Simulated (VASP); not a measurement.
# Cu (Fm-3m) in VASP: further runs, part 2 of 2

VASP 6.6.1. Earlier steps stand in the parts before.

### Step 5. Single point, RPBE+D3(BJ)

Input file INCAR:

```
SYSTEM = Cu
  PREC = Accurate
  ENCUT = 600
  EDIFF = 1E-6
  ISMEAR = -1
  SIGMA = 0.05
  LREAL = .FALSE.
  LASPH = .TRUE.
  NELM = 120
  ALGO = Normal
  ISIF = 2
  LWAVE = .FALSE.
  LCHARG = .TRUE.
  GGA = RP
  IVDW = 12
  LELF = .TRUE.
  LVHAR = .TRUE.
  NBANDS = 12
  GGA_COMPAT = .FALSE.
```

Input file KPOINTS:

```
regular mesh
0
G
  13 13 13
  0 0 0
```

Input file POSCAR:

```
Cu
1.0
    0.0000000000      1.7953687620      1.7953687620
    1.7953687620      0.0000000000      1.7953687620
    1.7953687620      1.7953687620      0.0000000000
Cu
1
Direct
    0.0000000000      0.0000000000      0.0000000000
```

Potentials or basis: VASP PAW PBE potentials, release 64 (Cu).

Run with:

```sh
$ cat potpaw_PBE.64/Cu/POTCAR > POTCAR
$ mpirun -np 1 vasp_std > vasp.out
```

OUTCAR:

```text
SYSTEM = Cu
   PREC = Accurate
   ENCUT = 600
   EDIFF = 1E-6
   ISMEAR = -1
   LREAL = .FALSE.
   LASPH = .TRUE.
   NELM = 120
   ISIF = 2
   GGA = RP
   IVDW = 12
 IVDW          = 12

 ion  position               nearest neighbor table
   1  0.000  0.000  0.000-

  LATTYP: Found a face centered cubic cell.
 ALAT       =     3.5907375240

  Lattice vectors:

 A1 = (   0.0000000000,   1.7953687620,   1.7953687620)
 A2 = (   1.7953687620,   0.0000000000,   1.7953687620)
 A3 = (   1.7953687620,   1.7953687620,   0.0000000000)

Analysis of symmetry for initial positions (statically):
=====================================================================
 Subroutine PRICEL returns:
 Original cell was already a primitive cell.

 Routine SETGRP: Setting up the symmetry group for a
 face centered cubic supercell.

 Subroutine GETGRP returns: Found 48 space group operations
[... 9 lines left out ...]

 Routine SETGRP: Setting up the symmetry group for a
 face centered cubic supercell.

 Subroutine GETGRP returns: Found 48 space group operations
[... 11 lines left out ...]
                                     Primitive cell

  volume of cell :      11.5742

  direct lattice vectors                    reciprocal lattice vectors
     0.000000000  1.795368762  1.795368762    -0.278494319  0.278494319  0.278494319
     1.795368762  0.000000000  1.795368762     0.278494319 -0.278494319  0.278494319
     1.795368762  1.795368762  0.000000000     0.278494319  0.278494319 -0.278494319

  length of vectors
     2.539034853  2.539034853  2.539034853     0.482366309  0.482366309  0.482366309

  position of ions in fractional coordinates (direct lattice)
     0.000000000  0.000000000  0.000000000

  ion indices of the primitive-cell ions
   primitive index   ion index
                 1           1

----------------------------------------------------------------------------------------

 KPOINTS: regular mesh

Automatic generation of k-mesh.
 Grid dimensions read from file:
 generate k-points for:   13   13   13

 Generating k-lattice:

  Cartesian coordinates                     Fractional coordinates (reciprocal lattice)
    -0.021422640  0.021422640  0.021422640     0.076923077  0.000000000  0.000000000
     0.021422640 -0.021422640  0.021422640     0.000000000  0.076923077  0.000000000
     0.021422640  0.021422640 -0.021422640     0.000000000  0.000000000  0.076923077

  Length of vectors
     0.037105101  0.037105101  0.037105101

  Shift w.r.t. Gamma in fractional coordinates (k-lattice)
     0.000000000  0.000000000  0.000000000

 Subroutine IBZKPT returns following result:
 ===========================================

 Found     84 irreducible k-points:

 Following reciprocal coordinates:
            Coordinates               Weight
  0.000000  0.000000  0.000000      1.000000
  0.076923  0.000000  0.000000      8.000000
  0.153846  0.000000  0.000000      8.000000
  0.230769  0.000000  0.000000      8.000000
  0.307692  0.000000  0.000000      8.000000
  0.384615  0.000000  0.000000      8.000000
[... 16 lines left out ...]
  0.384615  0.153846  0.000000     24.000000
  0.461538  0.153846  0.000000     24.000000
 [... further k-points ...]
   k-points           NKPTS =     84   k-points in BZ     NKDIM =     84   number of bands    NBANDS=     12
   number of dos      NEDOS =    301   number of ions     NIONS =      1
   total plane-waves  NPLWV =   8000
   dimension x,y,z NGX =    20 NGY =   20 NGZ =   20
   dimension x,y,z NGXF=    40 NGYF=   40 NGZF=   40
   ions per type =               1
   NGX,Y,Z   is equivalent  to a cutoff of  13.10, 13.10, 13.10 a.u.
   NGXF,Y,Z  is equivalent  to a cutoff of  26.19, 26.19, 26.19 a.u.
 SYSTEM =  Cu
   PREC   = accura    normal or accurate (medium, high low for compatibility)
   ISTART =      0    job   : 0-new  1-cont  2-samecut
   ICHARG =      2    charge: 1-file 2-atom 10-const
   ISPIN  =      1    spin polarized calculation?
   LNONCOLLINEAR =      F non collinear calculations
   LSORBIT =      F    spin-orbit coupling
   LASPH  =      T    aspherical Exc in radial PAW
   ENCUT  =  600.0 eV  44.10 Ry    6.64 a.u.   5.07  5.07  5.07*2*pi/ulx,y,z
   NELM   =    120;   NELMIN=  2; NELMDL= -5     # of ELM steps
   EDIFF  = 0.1E-05   stopping-criterion for ELM
   LREAL  =      F    real-space projection
   EDIFFG = 0.1E-04   stopping-criterion for IOM
   NSW    =      0    number of steps for IOM
   IBRION =     -1    ionic relax: 0-MD 1-quasi-New 2-CG
   NFREE  =      0    steps in history (QN), initial steepest desc. (CG)
   ISIF   =      2    stress and relaxation
   ISYM   =      2    0-nonsym 1-usesym 2-fastsym
   POTIM  = 0.5000    time-step for ionic-motion
   TEBEG  =    0.0;   TEEND  =   0.0 temperature during run
   PSTRESS=    0.0 pullay stress
   NELECT =      11.0000    total number of electrons
   NUPDOWN=      -1.0000    fix difference up-down
   EMIN   =  10.00;   EMAX   =-10.00  energy-range for DOS
   EFERMI =   0.00;   METHOD = LEGACY
   ISMEAR =    -1;   SIGMA  =   0.05  broadening in eV -4-tet -1-fermi 0-gaus
   EFERMI_NEDOS =   21; number of points for ismear=-14 and -15
   IALGO  =     38    algorithm
   IMIX   =      4    mixing-type and parameters
     AMIX     =   0.40;   BMIX     =  1.00
     AMIX_MAG =   1.60;   BMIX_MAG =  1.00
  volume/ion in A,a.u.               =      11.57        78.11
  Fermi-wavevector in a.u.,A,eV,Ry     =   1.609566  3.041638 35.248641  2.590702
  Thomas-Fermi vector in A             =   2.705255
   LORBIT       =      0    0 simple, 1 ext, 2 COOP (PROOUT), +10 PAW based schemes
   GGA     = RP    functional components
   LHFCALC =     F    Hartree Fock is set to
   AEXX    =    0.0000 exact exchange contribution
   IVDW    =    12    specifies the selected vdW correction
   LEPSILON=     F    determine dielectric tensor
   LRPA    =     F    only Hartree local field effects (RPA)
 non-spin polarized calculation
  energy-cutoff  :      600.00
  volume of cell :       11.57
 maximum number of plane-waves:       393
   NGX = 11   NGY = 11   NGZ = 11

 number of electron      11.0000008 magnetization

 Free energy of the ion-electron system (eV)
  ---------------------------------------------------
  ext. energy  EPLUGINS =         0.00000000
  ---------------------------------------------------
  free energy    TOTEN  =        -3.23035935 eV

  energy without entropy =       -3.22761565  energy(sigma->0) =       -3.22898750

 E-fermi :   8.1774     XC(G=0): -12.7085

 val. band max:        7.9894034263   @ k =   0.4615   0.2308   0.0000
 cond. band min:       8.1971161900   @ k =   0.4615   0.3077   0.0000
 fundamental gap:      0.2077127637
 Fermi energy:         8.1774096397

 k-point     1 :       0.0000    0.0000    0.0000
  band No.  band energies     occupation
      1      -1.5042      2.00000
      2       4.9029      2.00000
      3       4.9029      2.00000
      4       4.9029      2.00000
      5       5.7473      2.00000
      6       5.7473      2.00000
      7      30.6921      0.00000
      8      33.5863      0.00000
      9      33.5863      0.00000
     10      33.5863      0.00000
     11      36.0648      0.00000
     12      36.0648      0.00000

 k-point     2 :       0.0769    0.0000    0.0000
  band No.  band energies     occupation
      1      -1.2859      2.00000
      2       4.8563      2.00000
      3       4.9438      2.00000
      4       4.9438      2.00000
      5       5.7315      2.00000
      6       5.7315      2.00000
      7      29.3450      0.00000
      8      31.7545      0.00000
      9      32.9648      0.00000
     10      32.9648      0.00000
     11      36.9821      0.00000
     12      36.9821      0.00000
[... 301 lines left out ...]
 k-point    23 :       0.3846    0.1538    0.0000
  band No.  band energies     occupation
      1       2.4520      2.00000
      2       4.3616      2.00000
      3       4.8485      2.00000
      4       5.2618      2.00000
      5       6.2538      2.00000
      6       6.5514      2.00000
      7      17.3178      0.00000
      8      26.2828      0.00000
      9      26.4280      0.00000
     10      28.8590      0.00000
     11      37.8631      0.00000
     12      39.2076      0.00000

 k-point    24 :       0.4615    0.1538    0.0000
  band No.  band energies     occupation
      1       3.0687      2.00000
      2       4.5272      2.00000
      3       4.9101      2.00000
      4       5.1840      2.00000
      5       6.3488      2.00000
      6       7.6560      1.99994
      7      14.1939      0.00000
      8      25.0559      0.00000
      9      26.4715      0.00000
     10      28.6554      0.00000
     11      38.5113      0.00000
     12      38.5534      0.00000

 [... further k-points ...]

------------------------ aborting loop because EDIFF is reached ----------------------------------------

 Edisp (eV)   -2.93791

 E8    (eV) :    -1.8789

  FORCE on cell =-STRESS in cart. coord.  units (eV):
  Direction    XX          YY          ZZ          XY          YZ          ZX
  --------------------------------------------------------------------------------------
  -------------------------------------------------------------------------------------
  Total      -2.15678    -2.15678    -2.15678     0.00000     0.00000    -0.00000
  in kB    -298.55509  -298.55509  -298.55509     0.00000     0.00000    -0.00000
  external pressure =     -298.56 kB  Pullay stress =        0.00 kB

 VOLUME and BASIS-vectors are now :
 -----------------------------------------------------------------------------
  energy-cutoff  :      600.00
  volume of cell :       11.57
      direct lattice vectors                 reciprocal lattice vectors
     0.000000000  1.795368762  1.795368762    -0.278494319  0.278494319  0.278494319
     1.795368762  0.000000000  1.795368762     0.278494319 -0.278494319  0.278494319
     1.795368762  1.795368762  0.000000000     0.278494319  0.278494319 -0.278494319

 POSITION                                       TOTAL-FORCE (eV/Angst)
 -----------------------------------------------------------------------------------
      0.00000      0.00000      0.00000        -0.000000     -0.000000      0.000000
 -----------------------------------------------------------------------------------
    total drift:                                0.000000      0.000000      0.000000

  FREE ENERGIE OF THE ION-ELECTRON SYSTEM (eV)
  ---------------------------------------------------
  free  energy   TOTEN  =        -6.1682654818 eV

  energy  without entropy=       -6.1655217843  energy(sigma->0) =       -6.16689363
```

OSZICAR:

```text
N       E                     dE             d eps       ncg     rms          rms(c)
DAV:   1     0.465691968975E+02    0.46569E+02   -0.59442E+03  2228   0.174E+03
DAV:   2    -0.258905116234E+01   -0.49158E+02   -0.45500E+02  2044   0.217E+02
DAV:   3    -0.403876681315E+01   -0.14497E+01   -0.14419E+01  2396   0.429E+01
DAV:   4    -0.404729724951E+01   -0.85304E-02   -0.85295E-02  2288   0.290E+00
DAV:   5    -0.404737280226E+01   -0.75553E-04   -0.75552E-04  2440   0.278E-01    0.736E+00
DAV:   6    -0.354631612205E+01    0.50106E+00   -0.12652E+01  2388   0.686E+01    0.352E+00
DAV:   7    -0.324235892083E+01    0.30396E+00   -0.19503E+00  2400   0.268E+01    0.626E-01
DAV:   8    -0.323153799404E+01    0.10821E-01   -0.40100E-03  2448   0.700E-01    0.259E-01
DAV:   9    -0.323036411130E+01    0.11739E-02   -0.78411E-03  2588   0.159E+00    0.331E-02
DAV:  10    -0.323036242625E+01    0.16850E-05   -0.36044E-05  2928   0.991E-02    0.949E-03
DAV:  11    -0.323035914828E+01    0.32780E-05   -0.15392E-06  1840   0.213E-02    0.372E-04
DAV:  12    -0.323035935012E+01   -0.20184E-06   -0.10476E-07  1272   0.405E-03
   1 F= -.61682655E+01 E0= -.61668936E+01  d E =-.274370E-02
```

Run time: 21 s. Hardware: 1 thread of Intel Xeon 8259CL, shared host; peak memory 0.14 GiB.

What came out:

| Property | Result |
| --- | --- |
| Free energy | -6.1683 eV |
| Pressure | -29.9 GPa |
| Dispersion energy per atom | -2.938 eV |

Caveat: the PAW data sets were made with another functional, which shifts forces and pressure a little; pairwise dispersion overbinds metals, which lowers pressure and volume.

### Step 6. Single point, RPBE+D3(BJ)

This run uses another cell than the first one, of 11.81 Å³/atom, 1.020 times its volume.

Input file INCAR:

```
SYSTEM = Cu
ALGO = Normal ; EDIFF = 1E-6
ENCUT = 600 ; GGA = RP
GGA_COMPAT = .False. ; ISIF = 2
ISMEAR = -1 ; IVDW = 12
LASPH = .True. ; LCHARG = .False.
LREAL = .False. ; LWAVE = .False.
NBANDS = 12 ; NELM = 120
PREC = Accurate ; SIGMA = 0.05
```

Input file KPOINTS:

```
k-points
0
Gamma
  13 13 13
  0 0 0
```

Input file POSCAR:

```
Cu
1.0
    0.0000000000      1.8075000000      1.8075000000
    1.8075000000      0.0000000000      1.8075000000
    1.8075000000      1.8075000000      0.0000000000
Cu
1
Direct
    0.0000000000      0.0000000000      0.0000000000
```

Potentials or basis: VASP PAW PBE potentials, release 64 (Cu).

Run with:

```sh
$ cat potpaw_PBE.64/Cu/POTCAR > POTCAR
$ mpirun -np 1 vasp_std > vasp.out
```

Wall time 19 s (1 thread of Intel Xeon 8259CL, shared host); peak memory 0.14 GiB.

The run converged. Its results:

```yaml
Free_energy: -6.1227 eV
Pressure: -31.9 GPa
Dispersion_energy_per_atom: -2.879 eV
```

Levels at points of the mesh, in eV from the Fermi level:
```
           k point  band 2  band 3  band 4  band 5  band 6  band 7  band 8  band 9  band 10  band 11
(0.00, 0.00, 0.00)   -3.21   -3.21   -3.21   -2.39   -2.39   22.36   25.10   25.10    25.10    27.55
```

Caveat: the PAW data sets were made with another functional, which shifts forces and pressure a little; pairwise dispersion overbinds metals, which lowers pressure and volume.

### Step 7. Summary

```csv
level,cell,gap on the mesh (eV),pressure (GPa)
PBEsol+D3(BJ),"a = 2.539 Å, angles 60.0°, 1 atom",none,-10.4
PBEsol+D3(BJ),"a = 2.556 Å, angles 60.0°, 1 atom",none,-13.0
PBEsol+D3(BJ),"a = 2.573 Å, angles 60.0°, 1 atom",none,-15.3
RPBE+D3(BJ),"a = 2.539 Å, angles 60.0°, 1 atom",none,-29.9
RPBE+D3(BJ),"a = 2.556 Å, angles 60.0°, 1 atom",none,-31.9
```

Alike in all rows: task single point; potentials or basis VASP PAW PBE potentials, release 64 (Cu); no spin polarisation; k mesh 13 × 13 × 13; cutoff (eV) 600; smearing fermi-dirac 0.05 eV.

Caveats: the PAW data sets were made with another functional, which shifts forces and pressure a little; pairwise dispersion overbinds metals, which lowers pressure and volume.

Absolute energies hang on the potentials; compare differences alone.
